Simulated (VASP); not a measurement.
Here is a VASP 6.6.1 calculation.

Contents of POSCAR:

```
AlAu
1.0
    3.2239420000      0.0000000000      0.0000000000
    0.0000000000      3.2239420000      0.0000000000
    0.0000000000      0.0000000000      3.2239420000
Al Au
1 1
Direct
    0.0000000000      0.0000000000      0.0000000000
    0.5000000000      0.5000000000      0.4844910361
```

INCAR.step1

```
PREC = Accurate
ENCUT = 520
ISMEAR = 1
SIGMA = 0.2
LREAL = False
LASPH = True
NELM = 100
NBANDS = 14
GGA = PE
ALGO = Normal
EDIFF = 1E-4
LWAVE = True
LCHARG = False
```

The input INCAR.step2:

```
PREC = Accurate
ENCUT = 520
EDIFF = 1E-6
ISMEAR = 1
SIGMA = 0.2
LREAL = False
LASPH = True
NELM = 100
ALGO = Normal
ISIF = 2
LWAVE = False
LCHARG = False
METAGGA = R2SCAN
LMIXTAU = True
NBANDS = 14
ISTART = 1
```

Contents of KPOINTS:

```
Automatic mesh
0
Gamma
  9 9 9
  0.5 0.5 0.5
```

Potentials or basis: VASP PAW PBE potentials, release 64 (Al, Au).

The run is started by

```sh
$ cat potpaw_PBE.64/Al/POTCAR potpaw_PBE.64/Au/POTCAR > POTCAR
$ cp INCAR.step1 INCAR
$ mpirun -np 1 vasp_std > vasp.out
$ cp INCAR.step2 INCAR
$ mpirun -np 1 vasp_std > vasp.out
```

(1) Predict the pressure.

(2) What does it give for the largest force?

(3) What does it give for the band gap on the k mesh?

## Answers

(1) -5.1 GPa.

(2) 0.064 eV/Å.

(3) zero (band 7 reaches 12.15 eV, above the bottom of band 8 at 8.20 eV).

Caveat: the PAW data sets were made with another functional, which shifts forces and pressure a little; spin-orbit coupling is left out, which moves the levels of the heavy elements.
